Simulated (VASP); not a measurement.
# Al2O3 (R-3c) in VASP: relaxation of the atoms with LDA

Aim: the relaxation of the atoms of Al2O3 with LDA.

Everything below comes from runs of VASP 6.6.1. Logs are shortened: lines on timing, memory, paths and dates and some standing lists are left out, and cuts for length are marked.

### 1 The cell of the first run

The structure is trigonal, space group R-3c (No. 167). The conventional cell has a = 4.758 Å, b = 4.758 Å, c = 12.992 Å, α = 90.00°, β = 90.00°, γ = 120.00°. Within 2.5 Å of Al (site symmetry 3) lie 6 O at 1.86 to 1.97 Å. O (site symmetry 2) has 4 Al at 1.86 to 1.97 Å and 12 O at 2.52 to 2.86 Å within 2.9 Å.

### 2 Relaxation of the atoms, LDA (strained cell)

The input, INCAR:

```
SYSTEM = Al2O3
PREC = Accurate
ENCUT = 520
EDIFF = 1E-6
ISMEAR = 0
SIGMA = 0.02
LREAL = .False.
LASPH = .True.
NELM = 60
ALGO = Normal
ISIF = 2
LWAVE = .False.
LCHARG = .False.
IBRION = 2
NSW = 60
EDIFFG = -0.002
```

The input, KPOINTS:

```
Automatic mesh
0
Gamma
  6 6 6
  0 0 0
```

The input, POSCAR:

```
Al2O3
1.0
    2.3788962612      1.3734563968      4.3307367652
   -2.3788962612      1.3734563968      4.3307367652
    0.0000000000     -2.7469127936      4.3307367652
Al O
4 6
Direct
    0.3518448460      0.3518448460      0.3518448460
    0.1481551540      0.1481551540      0.1481551540
    0.6481551540      0.6481551540      0.6481551540
    0.8518448460      0.8518448460      0.8518448460
    0.5563253481      0.9436746519      0.2500000000
    0.2500000000      0.5563253481      0.9436746519
    0.9436746519      0.2500000000      0.5563253481
    0.4436746519      0.0563253481      0.7500000000
    0.7500000000      0.4436746519      0.0563253481
    0.0563253481      0.7500000000      0.4436746519
```

Potentials or basis: VASP PAW LDA potentials, release 64 (Al, O).

Command:

```console
> cat potpaw_LDA.64/Al/POTCAR potpaw_LDA.64/O/POTCAR > POTCAR
> mpirun -np 1 vasp_std > vasp.out
```

OUTCAR:

```text
SYSTEM = Al2O3
   PREC = Accurate
   ENCUT = 520
   EDIFF = 1E-6
   ISMEAR = 0
   LREAL = .False.
   LASPH = .True.
   NELM = 60
   ISIF = 2
   IBRION = 2
   NSW = 60
   EDIFFG = -0.002

 ion  position               nearest neighbor table
   1  0.352  0.352  0.352-  10 1.86   8 1.86   9 1.86   5 1.97   6 1.97   7 1.97   2 2.65   3 2.79
                             3 2.79   3 2.79   2 3.22   2 3.22   2 3.22
   2  0.148  0.148  0.148-   9 1.86   8 1.86  10 1.86   5 1.97   7 1.97   6 1.97   1 2.65   4 2.79
                             4 2.79   4 2.79   1 3.22   1 3.22   1 3.22
   3  0.648  0.648  0.648-   7 1.86   5 1.86   6 1.86   8 1.97   9 1.97  10 1.97   4 2.65   1 2.79
                             1 2.79   1 2.79   4 3.22   4 3.22   4 3.22
   4  0.852  0.852  0.852-   6 1.86   5 1.86   7 1.86   8 1.97  10 1.97   9 1.97   3 2.65   2 2.79
                             2 2.79   2 2.79   3 3.22   3 3.22   3 3.22
   5  0.556  0.944  0.250-   3 1.86   4 1.86   1 1.97   2 1.97
   6  0.250  0.556  0.944-   4 1.86   3 1.86   1 1.97   2 1.97
   7  0.944  0.250  0.556-   3 1.86   4 1.86   2 1.97   1 1.97
   8  0.444  0.056  0.750-   1 1.86   2 1.86   3 1.97   4 1.97
   9  0.750  0.444  0.056-   2 1.86   1 1.86   3 1.97   4 1.97
  10  0.056  0.750  0.444-   1 1.86   2 1.86   4 1.97   3 1.97

  LATTYP: Found a trigonal (rhomboedric) cell.
 ALAT       =     5.1284316145
 COS(alpha) =     0.5696598512

  Lattice vectors:

 A1 = (   2.3788962612,   1.3734563968,   4.3307367652)
 A2 = (  -2.3788962612,   1.3734563968,   4.3307367652)
 A3 = (   0.0000000000,  -2.7469127936,   4.3307367652)

Analysis of symmetry for initial positions (statically):
=====================================================================
 Subroutine PRICEL returns:
 Original cell was already a primitive cell.

 Routine SETGRP: Setting up the symmetry group for a
 trigonal (rhombohedral) supercell.

 Subroutine GETGRP returns: Found 12 space group operations
 (whereof  6 operations were pure point group operations)
 out of a pool of 12 trial point group operations.

The static configuration has the point symmetry S_6 .
 The point group associated with its full space group is D_3d.

Analysis of symmetry for dynamics (positions and initial velocities):
=====================================================================
 Subroutine PRICEL returns:
 Original cell was already a primitive cell.

 Routine SETGRP: Setting up the symmetry group for a
 trigonal (rhombohedral) supercell.

 Subroutine GETGRP returns: Found 12 space group operations
 (whereof  6 operations were pure point group operations)
 out of a pool of 12 trial point group operations.

The dynamic configuration has the point symmetry S_6 .
 The point group associated with its full space group is D_3d.

 Subroutine INISYM returns: Found 12 space group operations
 (whereof  6 operations are pure point group operations),
 and found     1 'primitive' translations

----------------------------------------------------------------------------------------

                                     Primitive cell

  volume of cell :      84.8992

  direct lattice vectors                    reciprocal lattice vectors
     2.378896261  1.373456397  4.330736765     0.210181507  0.121348349  0.076969197
    -2.378896261  1.373456397  4.330736765    -0.210181507  0.121348349  0.076969197
     0.000000000 -2.746912794  4.330736765     0.000000000 -0.242696699  0.076969197

  length of vectors
     5.128431615  5.128431615  5.128431615     0.254609397  0.254609397  0.254609397

  position of ions in fractional coordinates (direct lattice)
     0.351844846  0.351844846  0.351844846
     0.148155154  0.148155154  0.148155154
     0.648155154  0.648155154  0.648155154
     0.851844846  0.851844846  0.851844846
     0.556325348  0.943674652  0.250000000
     0.250000000  0.556325348  0.943674652
     0.943674652  0.250000000  0.556325348
     0.443674652  0.056325348  0.750000000
     0.750000000  0.443674652  0.056325348
     0.056325348  0.750000000  0.443674652

  ion indices of the primitive-cell ions
   primitive index   ion index
                 1           1
                 2           2
                 3           3
                 4           4
                 5           5
                 6           6
                 7           7
                 8           8
                 9           9
                10          10

----------------------------------------------------------------------------------------

 KPOINTS: Automatic mesh

Automatic generation of k-mesh.
 Grid dimensions read from file:
 generate k-points for:    6    6    6

 Generating k-lattice:

  Cartesian coordinates                     Fractional coordinates (reciprocal lattice)
     0.035030251  0.020224725  0.012828200     0.166666667  0.000000000  0.000000000
    -0.035030251  0.020224725  0.012828200     0.000000000  0.166666667  0.000000000
     0.000000000 -0.040449450  0.012828200     0.000000000  0.000000000  0.166666667

  Length of vectors
     0.042434899  0.042434899  0.042434899

  Shift w.r.t. Gamma in fractional coordinates (k-lattice)
     0.000000000  0.000000000  0.000000000

 Subroutine IBZKPT returns following result:
 ===========================================

 Found     32 irreducible k-points:

 Following reciprocal coordinates:
            Coordinates               Weight
  0.000000  0.000000  0.000000      1.000000
  0.166667 -0.000000  0.000000      6.000000
  0.333333 -0.000000  0.000000      6.000000
  0.500000  0.000000  0.000000      3.000000
  0.166667  0.166667  0.000000      6.000000
  0.333333  0.166667  0.000000     12.000000
[... 16 lines left out ...]
  0.500000  0.500000  0.166667      6.000000
 -0.333333  0.500000  0.166667     12.000000
 [... further k-points ...]
   k-points           NKPTS =     32   k-points in BZ     NKDIM =     32   number of bands    NBANDS=     30
   number of dos      NEDOS =    301   number of ions     NIONS =     10
   total plane-waves  NPLWV =  64000
   dimension x,y,z NGX =    40 NGY =   40 NGZ =   40
   dimension x,y,z NGXF=    80 NGYF=   80 NGZF=   80
   ions per type =               4   6
   NGX,Y,Z   is equivalent  to a cutoff of  12.97, 12.97, 12.97 a.u.
   NGXF,Y,Z  is equivalent  to a cutoff of  25.93, 25.93, 25.93 a.u.
 SYSTEM =  Al2O3
   PREC   = accura    normal or accurate (medium, high low for compatibility)
   ISTART =      0    job   : 0-new  1-cont  2-samecut
   ICHARG =      2    charge: 1-file 2-atom 10-const
   ISPIN  =      1    spin polarized calculation?
   LNONCOLLINEAR =      F non collinear calculations
   LSORBIT =      F    spin-orbit coupling
   LASPH  =      T    aspherical Exc in radial PAW
   ENCUT  =  520.0 eV  38.22 Ry    6.18 a.u.   9.54  9.54  9.54*2*pi/ulx,y,z
   NELM   =     60;   NELMIN=  2; NELMDL= -5     # of ELM steps
   EDIFF  = 0.1E-05   stopping-criterion for ELM
   LREAL  =      F    real-space projection
   EDIFFG = -.2E-02   stopping-criterion for IOM
   NSW    =     60    number of steps for IOM
   IBRION =      2    ionic relax: 0-MD 1-quasi-New 2-CG
   NFREE  =      1    steps in history (QN), initial steepest desc. (CG)
   ISIF   =      2    stress and relaxation
   ISYM   =      2    0-nonsym 1-usesym 2-fastsym
   POTIM  = 0.5000    time-step for ionic-motion
   TEBEG  =    0.0;   TEEND  =   0.0 temperature during run
   PSTRESS=    0.0 pullay stress
   NELECT =      48.0000    total number of electrons
   NUPDOWN=      -1.0000    fix difference up-down
   EMIN   =  10.00;   EMAX   =-10.00  energy-range for DOS
   EFERMI =   0.00;   METHOD = LEGACY
   ISMEAR =     0;   SIGMA  =   0.02  broadening in eV -4-tet -1-fermi 0-gaus
   EFERMI_NEDOS =   21; number of points for ismear=-14 and -15
   IALGO  =     38    algorithm
   IMIX   =      4    mixing-type and parameters
     AMIX     =   0.40;   BMIX     =  1.00
     AMIX_MAG =   1.60;   BMIX_MAG =  1.00
  volume/ion in A,a.u.               =       8.49        57.29
  Fermi-wavevector in a.u.,A,eV,Ry     =   1.353695  2.558112 24.932536  1.832490
  Thomas-Fermi vector in A             =   2.480929
   LORBIT       =      0    0 simple, 1 ext, 2 COOP (PROOUT), +10 PAW based schemes
   GGA     = CA    functional components
   LHFCALC =     F    Hartree Fock is set to
   AEXX    =    0.0000 exact exchange contribution
   IVDW    =     0    specifies the selected vdW correction
   LEPSILON=     F    determine dielectric tensor
   LRPA    =     F    only Hartree local field effects (RPA)
 conjugate gradient relaxation of ions
 non-spin polarized calculation
 Gauss-broadening in eV      SIGMA  =   0.02
  energy-cutoff  :      520.00
  volume of cell :       84.90
 maximum number of plane-waves:      2305
 NGX is ok and might be reduce to    40
   NGX = 19   NGY = 19   NGZ = 19

--------------------------------------- Ionic step        1  -------------------------------------------

 number of electron      48.0000014 magnetization

 Free energy of the ion-electron system (eV)
  ---------------------------------------------------
  ext. energy  EPLUGINS =         0.00000000
  ---------------------------------------------------
  free energy    TOTEN  =       -83.08778683 eV

  energy without entropy =      -83.08778683  energy(sigma->0) =      -83.08778683

------------------------ aborting loop because EDIFF is reached ----------------------------------------

  FORCE on cell =-STRESS in cart. coord.  units (eV):
  Direction    XX          YY          ZZ          XY          YZ          ZX
  --------------------------------------------------------------------------------------
  -------------------------------------------------------------------------------------
  Total       -2.1747744     -2.1747744     -2.3381599      0.0000000      0.0000000      0.0000000
  in kB      -41.0413256    -41.0413256    -44.1246600      0.0000000      0.0000000      0.0000000
  external PRESSURE =     -42.0691037 kB  Pullay stress =       0.0000000 kB
[... 117 lines left out ...]
  energy  without entropy=      -83.0885706510  energy(sigma->0) =      -83.08857065

--------------------------------------- Ionic step        4  -------------------------------------------

 number of electron      48.0000013 magnetization

 Free energy of the ion-electron system (eV)
  ---------------------------------------------------
  ext. energy  EPLUGINS =         0.00000000
  ---------------------------------------------------
  free energy    TOTEN  =       -83.08859978 eV

  energy without entropy =      -83.08859978  energy(sigma->0) =      -83.08859978

 E-fermi :   5.9427     XC(G=0): -12.1705

 val. band max:        5.8215683335   @ k =   0.0000   0.0000   0.0000
 cond. band min:      12.0296447742   @ k =   0.0000   0.0000   0.0000
 fundamental gap:      6.2080764407
 Fermi energy:         5.9427063720

 k-point     1 :       0.0000    0.0000    0.0000
  band No.  band energies     occupation
      1     -13.1957      2.00000
      2     -10.7649      2.00000
      3     -10.4592      2.00000
      4     -10.4592      2.00000
      5     -10.1245      2.00000
      6     -10.1245      2.00000
[... 781 lines left out ...]
     29      16.2055      0.00000
     30      16.8155      0.00000

 [... further k-points ...]

------------------------ aborting loop because EDIFF is reached ----------------------------------------

  FORCE on cell =-STRESS in cart. coord.  units (eV):
  Direction    XX          YY          ZZ          XY          YZ          ZX
  --------------------------------------------------------------------------------------
  -------------------------------------------------------------------------------------
  Total       -2.0890630     -2.0890630     -2.3798158      0.0000000     -0.0000000      0.0000000
  in kB      -39.4238207    -39.4238207    -44.9107699      0.0000000     -0.0000000      0.0000000
  external PRESSURE =     -41.2528038 kB  Pullay stress =       0.0000000 kB
[... 25 lines left out ...]
  FREE ENERGIE OF THE ION-ELECTRON SYSTEM (eV)
  ---------------------------------------------------
  free  energy   TOTEN  =       -83.0885997839 eV

  energy  without entropy=      -83.0885997839  energy(sigma->0) =      -83.08859978

 reached required accuracy - stopping structural energy minimisation
```

It took 5.6 min on 1 thread of Oxide Virtual Turin-like, shared host; peak memory 0.19 GiB.

Results:

```
Free energy               : -83.0886 eV
Energy gained by relaxing : 0.1 meV/atom
Ionic steps               : 4
Pressure after relaxing   : -4.1 GPa
Band gap on the k mesh    : 6.21 eV
```

The path:
| step | energy change (eV) | largest force (eV/Å) | pressure (GPa) |
| --- | --- | --- | --- |
| 1 | 0.0000 | 0.0737 | -4.21 |
| 2 | -0.0008 | 0.0158 | -4.13 |
| 3 | -0.0008 | 0.0158 | -4.13 |
| 4 | -0.0008 | 0.0019 | -4.13 |

Final structure:
```
Al O
1.0
     2.37890    1.37346    4.33074
    -2.37890    1.37346    4.33074
     0.00000   -2.74691    4.33074
Al O
4 6
Direct
  0.35196 0.35196 0.35196
  0.14804 0.14804 0.14804
  0.64804 0.64804 0.64804
  0.85196 0.85196 0.85196
  0.55561 0.94439 0.25000
  0.25000 0.55561 0.94439
  0.94439 0.25000 0.55561
  0.44439 0.05561 0.75000
  0.75000 0.44439 0.05561
  0.05561 0.75000 0.44439
```

Caveat: the cell differs from its parent crystal (strained cell).
